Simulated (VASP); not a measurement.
# Ge (I4_1/amd) in VASP: notebook

Ge is run at these levels: RPBE, PBEsol; tasks: relaxation of cell and atoms, single point.

Program: VASP 6.6.1. These are calculated values, not measurements. Logs are shortened: lines on timing, memory, paths and dates and some standing lists are left out, and cuts for length are marked.

**1. The cell of the first run**

The structure is tetragonal, space group I4_1/amd (No. 141). The conventional cell has a = 5.149 Å, b = 5.149 Å, c = 2.795 Å, α = 90.00°, β = 90.00°, γ = 90.00°. Ge (site symmetry -4m2) has 10 Ge at 2.67 to 3.32 Å within 3.5 Å.

**2. Relaxation of cell and atoms, RPBE**

INCAR

```
SYSTEM = Ge
PREC = Accurate
ENCUT = 600
EDIFF = 1E-6
ISMEAR = -1
SIGMA = 0.05
LREAL = .FALSE.
LASPH = .TRUE.
NELM = 60
ALGO = Normal
ISIF = 3
LWAVE = .FALSE.
LCHARG = .FALSE.
GGA = RP
IBRION = 2
NSW = 60
EDIFFG = -0.01
```

KPOINTS

```
Automatic mesh
0
G
  11 11 11
  0 0 0
```

POSCAR

```
Ge
1.0
   -2.5744897190      2.5744897190      1.3974126432
    2.5744897190     -2.5744897190      1.3974126432
    2.5744897190      2.5744897190     -1.3974126432
Ge
2
Direct
    0.5000000000      0.5000000000      0.0000000000
    0.2500000000      0.7500000000      0.5000000000
```

Potentials or basis: VASP PAW PBE potentials, release 64 (Ge_d).

The run is started by

```bash
$ cat potpaw_PBE.64/Ge_d/POTCAR > POTCAR
$ mpirun -np 1 vasp_std > vasp.out
```

OUTCAR:

```text
SYSTEM = Ge
   PREC = Accurate
   ENCUT = 600
   EDIFF = 1E-6
   ISMEAR = -1
   LREAL = .FALSE.
   LASPH = .TRUE.
   NELM = 60
   ISIF = 3
   GGA = RP
   IBRION = 2
   NSW = 60
   EDIFFG = -0.01

 ion  position               nearest neighbor table
   1  0.500  0.500  0.000-   2 2.67   2 2.67   2 2.67   2 2.67
   2  0.250  0.750  0.500-   1 2.67   1 2.67   1 2.67   1 2.67

  LATTYP: Found a body centered tetragonal cell.
 ALAT       =     5.1489794380
 C/A-ratio  =     0.5427920853

  Lattice vectors:

 A1 = (  -2.5744897190,   2.5744897190,   1.3974126432)
 A2 = (   2.5744897190,  -2.5744897190,   1.3974126432)
 A3 = (   2.5744897190,   2.5744897190,  -1.3974126432)

Analysis of symmetry for initial positions (statically):
=====================================================================
 Subroutine PRICEL returns:
 Original cell was already a primitive cell.

 Routine SETGRP: Setting up the symmetry group for a
 body centered tetragonal supercell.

 Subroutine GETGRP returns: Found 16 space group operations
 (whereof  8 operations were pure point group operations)
 out of a pool of 16 trial point group operations.

The static configuration has the point symmetry D_2d.
 The point group associated with its full space group is D_4h.

Analysis of symmetry for dynamics (positions and initial velocities):
=====================================================================
 Subroutine PRICEL returns:
 Original cell was already a primitive cell.

 Routine SETGRP: Setting up the symmetry group for a
 body centered tetragonal supercell.

 Subroutine GETGRP returns: Found 16 space group operations
 (whereof  8 operations were pure point group operations)
 out of a pool of 16 trial point group operations.

The dynamic configuration has the point symmetry D_2d.
 The point group associated with its full space group is D_4h.

 Subroutine INISYM returns: Found 16 space group operations
 (whereof  8 operations are pure point group operations),
 and found     1 'primitive' translations

----------------------------------------------------------------------------------------

                                     Primitive cell

  volume of cell :      37.0482

  direct lattice vectors                    reciprocal lattice vectors
    -2.574489719  2.574489719  1.397412643     0.000000000  0.194213244  0.357804119
     2.574489719 -2.574489719  1.397412643     0.194213244  0.000000000  0.357804119
     2.574489719  2.574489719 -1.397412643     0.194213244  0.194213244  0.000000000

  length of vectors
     3.899840602  3.899840602  3.899840602     0.407114937  0.407114937  0.274659004

  position of ions in fractional coordinates (direct lattice)
     0.500000000  0.500000000  0.000000000
     0.250000000  0.750000000  0.500000000

  ion indices of the primitive-cell ions
   primitive index   ion index
                 1           1
                 2           2

----------------------------------------------------------------------------------------

 KPOINTS: Automatic mesh

Automatic generation of k-mesh.
 Grid dimensions read from file:
 generate k-points for:   11   11   11

 Generating k-lattice:

  Cartesian coordinates                     Fractional coordinates (reciprocal lattice)
     0.000000000  0.017655749  0.032527647     0.090909091 -0.000000000  0.000000000
     0.017655749  0.000000000  0.032527647    -0.000000000  0.090909091  0.000000000
     0.017655749  0.017655749  0.000000000     0.000000000  0.000000000  0.090909091

  Length of vectors
     0.037010449  0.037010449  0.024969000

  Shift w.r.t. Gamma in fractional coordinates (k-lattice)
     0.000000000  0.000000000  0.000000000

 Subroutine IBZKPT returns following result:
 ===========================================

 Found    126 irreducible k-points:

 Following reciprocal coordinates:
            Coordinates               Weight
  0.000000  0.000000  0.000000      1.000000
  0.090909  0.000000 -0.000000      8.000000
  0.181818  0.000000 -0.000000      8.000000
  0.272727  0.000000  0.000000      8.000000
  0.363636  0.000000 -0.000000      8.000000
  0.454545  0.000000 -0.000000      8.000000
[... 16 lines left out ...]
 -0.272727  0.181818  0.000000     16.000000
 -0.181818  0.181818  0.000000      4.000000
 [... further k-points ...]
   k-points           NKPTS =    126   k-points in BZ     NKDIM =    126   number of bands    NBANDS=     18
   number of dos      NEDOS =    301   number of ions     NIONS =      2
   total plane-waves  NPLWV =  32768
   dimension x,y,z NGX =    32 NGY =   32 NGZ =   32
   dimension x,y,z NGXF=    64 NGYF=   64 NGZF=   64
   ions per type =               2
   NGX,Y,Z   is equivalent  to a cutoff of  13.64, 13.64, 13.64 a.u.
   NGXF,Y,Z  is equivalent  to a cutoff of  27.28, 27.28, 27.28 a.u.
 SYSTEM =  Ge
   PREC   = accura    normal or accurate (medium, high low for compatibility)
   ISTART =      0    job   : 0-new  1-cont  2-samecut
   ICHARG =      2    charge: 1-file 2-atom 10-const
   ISPIN  =      1    spin polarized calculation?
   LNONCOLLINEAR =      F non collinear calculations
   LSORBIT =      F    spin-orbit coupling
   LASPH  =      T    aspherical Exc in radial PAW
   ENCUT  =  600.0 eV  44.10 Ry    6.64 a.u.   7.79  7.79  7.79*2*pi/ulx,y,z
   NELM   =     60;   NELMIN=  2; NELMDL= -5     # of ELM steps
   EDIFF  = 0.1E-05   stopping-criterion for ELM
   LREAL  =      F    real-space projection
   EDIFFG = -.1E-01   stopping-criterion for IOM
   NSW    =     60    number of steps for IOM
   IBRION =      2    ionic relax: 0-MD 1-quasi-New 2-CG
   NFREE  =      1    steps in history (QN), initial steepest desc. (CG)
   ISIF   =      3    stress and relaxation
   ISYM   =      2    0-nonsym 1-usesym 2-fastsym
   POTIM  = 0.5000    time-step for ionic-motion
   TEBEG  =    0.0;   TEEND  =   0.0 temperature during run
   PSTRESS=    0.0 pullay stress
   NELECT =      28.0000    total number of electrons
   NUPDOWN=      -1.0000    fix difference up-down
   EMIN   =  10.00;   EMAX   =-10.00  energy-range for DOS
   EFERMI =   0.00;   METHOD = LEGACY
   ISMEAR =    -1;   SIGMA  =   0.05  broadening in eV -4-tet -1-fermi 0-gaus
   EFERMI_NEDOS =   21; number of points for ismear=-14 and -15
   IALGO  =     38    algorithm
   IMIX   =      4    mixing-type and parameters
     AMIX     =   0.40;   BMIX     =  1.00
     AMIX_MAG =   1.60;   BMIX_MAG =  1.00
  volume/ion in A,a.u.               =      18.52       125.01
  Fermi-wavevector in a.u.,A,eV,Ry     =   1.491209  2.817976 30.255333  2.223704
  Thomas-Fermi vector in A             =   2.603893
   LORBIT       =      0    0 simple, 1 ext, 2 COOP (PROOUT), +10 PAW based schemes
   GGA     = RP    functional components
   LHFCALC =     F    Hartree Fock is set to
   AEXX    =    0.0000 exact exchange contribution
   IVDW    =     0    specifies the selected vdW correction
   LEPSILON=     F    determine dielectric tensor
   LRPA    =     F    only Hartree local field effects (RPA)
 conjugate gradient relaxation of ions
 non-spin polarized calculation
  energy-cutoff  :      600.00
  volume of cell :       37.05
 maximum number of plane-waves:      1258
   NGX = 15   NGY = 15   NGZ = 15

--------------------------------------- Ionic step        1  -------------------------------------------

 number of electron      28.0000000 magnetization

 Free energy of the ion-electron system (eV)
  ---------------------------------------------------
  ext. energy  EPLUGINS =         0.00000000
  ---------------------------------------------------
  free energy    TOTEN  =        -7.80761646 eV

  energy without entropy =       -7.79956636  energy(sigma->0) =       -7.80359141

------------------------ aborting loop because EDIFF is reached ----------------------------------------

  FORCE on cell =-STRESS in cart. coord.  units (eV):
  Direction    XX          YY          ZZ          XY          YZ          ZX
  --------------------------------------------------------------------------------------
  -------------------------------------------------------------------------------------
  Total        1.1351287      1.1351287      1.1097772      0.0000000      0.0000000      0.0000000
  in kB       49.0895122     49.0895122     47.9931640      0.0000000      0.0000000      0.0000000
  external PRESSURE =      48.7240628 kB  Pullay stress =       0.0000000 kB

 VOLUME and BASIS-vectors are now :
 -----------------------------------------------------------------------------
  energy-cutoff  :      600.00
  volume of cell :       37.05
      direct lattice vectors                 reciprocal lattice vectors
    -2.574489719  2.574489719  1.397412643     0.000000000  0.194213244  0.357804119
     2.574489719 -2.574489719  1.397412643     0.194213244  0.000000000  0.357804119
     2.574489719  2.574489719 -1.397412643     0.194213244  0.194213244  0.000000000
[... 253 lines left out ...]
 POSITION                                       TOTAL-FORCE (eV/Angst)
 -----------------------------------------------------------------------------------
      0.00000      0.00000      1.42591         0.000000      0.000000      0.000000
      2.63795      0.00000      0.71296        -0.000000     -0.000000     -0.000000
 -----------------------------------------------------------------------------------
    total drift:                               -0.000000     -0.000000     -0.000000

  FREE ENERGIE OF THE ION-ELECTRON SYSTEM (eV)
  ---------------------------------------------------
  free  energy   TOTEN  =        -7.8464315836 eV

  energy  without entropy=       -7.8388314064  energy(sigma->0) =       -7.84263150

--------------------------------------- Ionic step        9  -------------------------------------------

 number of electron      28.0000007 magnetization

 Free energy of the ion-electron system (eV)
  ---------------------------------------------------
  ext. energy  EPLUGINS =         0.00000000
  ---------------------------------------------------
  free energy    TOTEN  =        -7.84643574 eV

  energy without entropy =       -7.83882959  energy(sigma->0) =       -7.84263267

 E-fermi :   6.1786     XC(G=0): -10.8746

 val. band max:        6.1755379188   @ k =  -0.4545   0.0909   0.0000
 cond. band min:       6.1872296712   @ k =   0.3636   0.3636   0.0909
 fundamental gap:      0.0116917524
 Fermi energy:         6.1785692091

 k-point     1 :       0.0000    0.0000    0.0000
  band No.  band energies     occupation
      1     -18.5743      2.00000
      2     -18.5437      2.00000
      3     -18.5157      2.00000
      4     -18.5109      2.00000
      5     -18.4290      2.00000
      6     -18.4290      2.00000
[... 10 lines left out ...]
     17      13.3359      0.00000
     18      13.9177      0.00000
[... 463 lines left out ...]
 k-point    24 :      -0.1818    0.1818    0.0000
  band No.  band energies     occupation
      1     -18.5601      2.00000
      2     -18.5457      2.00000
      3     -18.5233      2.00000
      4     -18.4988      2.00000
      5     -18.4354      2.00000
      6     -18.4227      2.00000
[... 10 lines left out ...]
     17      11.8211      0.00000
     18      13.8554      0.00000

 [... further k-points ...]

------------------------ aborting loop because EDIFF is reached ----------------------------------------

  FORCE on cell =-STRESS in cart. coord.  units (eV):
  Direction    XX          YY          ZZ          XY          YZ          ZX
  --------------------------------------------------------------------------------------
  -------------------------------------------------------------------------------------
  Total        0.0070276      0.0070276      0.0145534      0.0000000      0.0000000      0.0000000
  in kB        0.2839291      0.2839291      0.5879887      0.0000000      0.0000000      0.0000000
  external PRESSURE =       0.3852823 kB  Pullay stress =       0.0000000 kB

 VOLUME and BASIS-vectors are now :
 -----------------------------------------------------------------------------
  energy-cutoff  :      600.00
  volume of cell :       39.66
      direct lattice vectors                 reciprocal lattice vectors
    -2.637151446  2.637151446  1.425524070     0.000000000  0.189598516  0.350748199
     2.637151446 -2.637151446  1.425524070     0.189598516  0.000000000  0.350748199
     2.637151446  2.637151446 -1.425524070     0.189598516  0.189598516  0.000000000

 POSITION                                       TOTAL-FORCE (eV/Angst)
 -----------------------------------------------------------------------------------
      0.00000      0.00000      1.42552         0.000000     -0.000000     -0.000000
      2.63715      0.00000      0.71276        -0.000000      0.000000      0.000000
 -----------------------------------------------------------------------------------
    total drift:                               -0.000000     -0.000000     -0.000000

  FREE ENERGIE OF THE ION-ELECTRON SYSTEM (eV)
  ---------------------------------------------------
  free  energy   TOTEN  =        -7.8464357430 eV

  energy  without entropy=       -7.8388295892  energy(sigma->0) =       -7.84263267

 reached required accuracy - stopping structural energy minimisation
```

It took 3 min on 1 thread of Intel Xeon 6975P-C (Granite Rapids), shared host; peak memory 0.24 GiB.

What came out:

| Item | Value |
| --- | --- |
| Free energy | -7.8464 eV |
| Relaxed volume | 19.83 Å³/atom |
| Relaxed cell | a = 3.993 Å, b = 3.993 Å, c = 3.993 Å, α = 97.32°, β = 97.32°, γ = 138.16° |
| Space group after relaxing (to 0.05 Å) | I4_1/amd (No. 141) |
| Energy gained by relaxing | 19.4 meV/atom |
| Ionic steps | 9 |
| Pressure after relaxing | 0.0 GPa |
| Band gap on the k mesh | zero (band 14 reaches 7.71 eV, above the bottom of band 15 at 3.45 eV) |

Step by step:
```
step  energy change (eV)  largest force (eV/Å)  pressure (GPa)  volume (Å³)
   1              0.0000                0.0000            4.87        37.05
   2             -0.0376                0.0000           -0.40        40.15
   3             -0.0386                0.0000           -0.27        39.82
   4             -0.0388                0.0000           -0.02        39.66
   5             -0.0387                0.0000            0.13        39.61
   6             -0.0388                0.0000            0.14        39.61
   7             -0.0388                0.0000            0.16        39.62
   8             -0.0388                0.0000           -0.11        39.69
   9             -0.0388                0.0000            0.04        39.66
```

Final structure:
```
Ge
1.0
    -2.63715    2.63715    1.42552
     2.63715   -2.63715    1.42552
     2.63715    2.63715   -1.42552
Ge
2
Cartesian
  0.0000 0.0000 1.4255
  2.6372 0.0000 0.7128
```

Caveat: the PAW data sets were made with another functional, which shifts forces and pressure a little.

[end of part 1 of 2]
